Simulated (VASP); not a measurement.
# Hf (Im-3m) in VASP: further runs, part 2 of 2

VASP 6.6.1. Earlier steps stand in the parts before.

### 5 Single point, PBEsol

This run uses another cell than the first one, of 13.66 Å³/atom.

The input, INCAR:

```
  ALGO = Normal
  EDIFF = 1E-6
  ENCUT = 500
  GGA = PS
  GGA_COMPAT = F
  ISIF = 2
  ISMEAR = 0
  LASPH = T
  LCHARG = F
  LREAL = F
  LWAVE = F
  NBANDS = 11
  NELM = 120
  PREC = Accurate
  SIGMA = 0.1
```

The input, KPOINTS:

```
k-points
0
Gamma
  18 18 18
```

The input, POSCAR:

```
Hf
1.0
   -1.5058048162      1.5058048162      1.5058048162
    1.5058048162     -1.5058048162      1.5058048162
    1.5058048162      1.5058048162     -1.5058048162
Hf
1
Direct
    0.0000000000      0.0000000000      0.0000000000
```

Potentials or basis: VASP PAW PBE potentials, release 64 (Hf_pv).

Started as:

```sh
$ cat potpaw_PBE.64/Hf_pv/POTCAR > POTCAR
$ mpirun -np 1 vasp_std > vasp.out
```

OUTCAR:

```text
EDIFF = 1E-6
   ENCUT = 500
   GGA = PS
   ISIF = 2
   ISMEAR = 0
   LASPH = T
   LREAL = F
   NELM = 120
   PREC = Accurate

 ion  position               nearest neighbor table
   1  0.000  0.000  0.000-

  LATTYP: Found a body centered cubic cell.
 ALAT       =     3.0116096324

  Lattice vectors:

 A1 = (  -1.5058048162,   1.5058048162,   1.5058048162)
 A2 = (   1.5058048162,  -1.5058048162,   1.5058048162)
 A3 = (   1.5058048162,   1.5058048162,  -1.5058048162)

Analysis of symmetry for initial positions (statically):
[... 504 lines left out ...]
      3     -19.7722      2.00000
      4       3.6607      2.00000
      5       6.6656      2.00000
      6      11.2921      0.00000
      7      14.4627      0.00000
      8      16.6938      0.00000
      9      21.1583      0.00000
     10      22.9962      0.00000
     11      23.2584      0.00000

 [... further k-points ...]
[... 5 lines left out ...]
  --------------------------------------------------------------------------------------
  -------------------------------------------------------------------------------------
  Total        8.4306693      8.4306693      8.4306693     -0.0000000      0.0000000     -0.0000000
  in kB      989.0234706    989.0234706    989.0234706     -0.0000000      0.0000000     -0.0000000
  external PRESSURE =     989.0234706 kB  Pullay stress =       0.0000000 kB

 VOLUME and BASIS-vectors are now :
 -----------------------------------------------------------------------------
  energy-cutoff  :      500.00
  volume of cell :       13.66
      direct lattice vectors                 reciprocal lattice vectors
    -1.505804816  1.505804816  1.505804816     0.000000000  0.332048347  0.332048347
     1.505804816 -1.505804816  1.505804816     0.332048347  0.000000000  0.332048347
     1.505804816  1.505804816 -1.505804816     0.332048347  0.332048347  0.000000000

 POSITION                                       TOTAL-FORCE (eV/Angst)
 -----------------------------------------------------------------------------------
      0.00000      0.00000      0.00000        -0.000000      0.000000     -0.000000
 -----------------------------------------------------------------------------------
    total drift:                                0.000000     -0.000000      0.000000

  FREE ENERGIE OF THE ION-ELECTRON SYSTEM (eV)
  ---------------------------------------------------
  free  energy   TOTEN  =        -8.6749265054 eV

  energy  without entropy=       -8.6715043396  energy(sigma->0) =       -8.67321542
```

OSZICAR:

```text
N       E                     dE             d eps       ncg     rms          rms(c)
DAV:   1     0.155220497887E+02    0.15522E+02   -0.58280E+03  4386   0.875E+02
DAV:   2    -0.853113891277E+01   -0.24053E+02   -0.23012E+02  5207   0.165E+02
DAV:   3    -0.887758536499E+01   -0.34645E+00   -0.34471E+00  5155   0.138E+01
DAV:   4    -0.887802321832E+01   -0.43785E-03   -0.43783E-03  4629   0.604E-01
DAV:   5    -0.887802387046E+01   -0.65214E-06   -0.65281E-06  4907   0.218E-02    0.592E+01
DAV:   6    -0.873556257791E+01    0.14246E+00   -0.84212E-02  4665   0.220E+00    0.352E+01
DAV:   7    -0.867630266167E+01    0.59260E-01   -0.12929E-01  4644   0.266E+00    0.137E+00
DAV:   8    -0.867491226378E+01    0.13904E-02   -0.54055E-03  4611   0.605E-01    0.103E-01
DAV:   9    -0.867492639334E+01   -0.14130E-04   -0.59422E-05  4862   0.770E-02    0.348E-02
DAV:  10    -0.867492650537E+01   -0.11203E-06   -0.45655E-06  4599   0.175E-02
   1 F= -.86749265E+01 E0= -.86732154E+01  d E =-.342217E-02
```

stdout:

```text
POSCAR found type information on POSCAR Hf
 POSCAR found :  1 types and       1 ions
 scaLAPACK will be used
 -----------------------------------------------------------------------------
|                                                                             |
|                                                                             |
|     You enforced a specific xc type in the INCAR file but a different       |
|     I HOPE YOU KNOW WHAT YOU ARE DOING!                                     |
|                                                                             |
 -----------------------------------------------------------------------------

 LDA part: xc-table for (Slater+PW92), standard interpolation
 POSCAR, INCAR and KPOINTS ok, starting setup
 FFT: planning ... GRIDC
 FFT: planning ... GRID_SOFT
 FFT: planning ... GRID
 WAVECAR not read
 entering main loop
```

Run time: 16 s. Hardware: 1 thread of Intel Xeon Platinum 8259CL at 2.50GHz (Skylake/Cascade Lake), shared host; peak memory 0.15 GiB.

Results:

```
Free energy            : -8.6749 eV
Pressure               : 98.9 GPa
Band gap on the k mesh : zero (bands 5 and 6 overlap by 2.96 eV)
```

Caveat: the cell stands under pressure; the PAW data sets were made with another functional, which shifts forces and pressure a little; spin-orbit coupling is left out, which moves the levels of the heavy elements.

### 6 Summary

```csv
task,cell,k mesh,gap on the mesh (eV),pressure (GPa)
single point,"a = 2.753 Å, angles 109.5°, 1 atom",8 × 8 × 8,none,48.6
relaxation of cell and atoms,"relaxed to 50 GPa from a = 3.126 Å, angles 109.5°, 1 atom",8 × 8 × 8,none,50.0
single point,"a = 2.608 Å, angles 109.5°, 1 atom",18 × 18 × 18,none,98.9
```

Alike in all rows: level PBEsol; potentials or basis VASP PAW PBE potentials, release 64 (Hf_pv); no spin polarisation; cutoff (eV) 500; smearing gaussian 0.1 eV.

Caveats: the PAW data sets were made with another functional, which shifts forces and pressure a little; spin-orbit coupling is left out, which moves the levels of the heavy elements; the cell stands under pressure (at least some runs); the cell is relaxed towards a set pressure, so the run minimises the enthalpy, not the energy (at least some runs); the volume moved by over 15 % at a fixed basis, so the end points are rough (at least some runs).

Absolute energies hang on the potentials; compare differences alone.
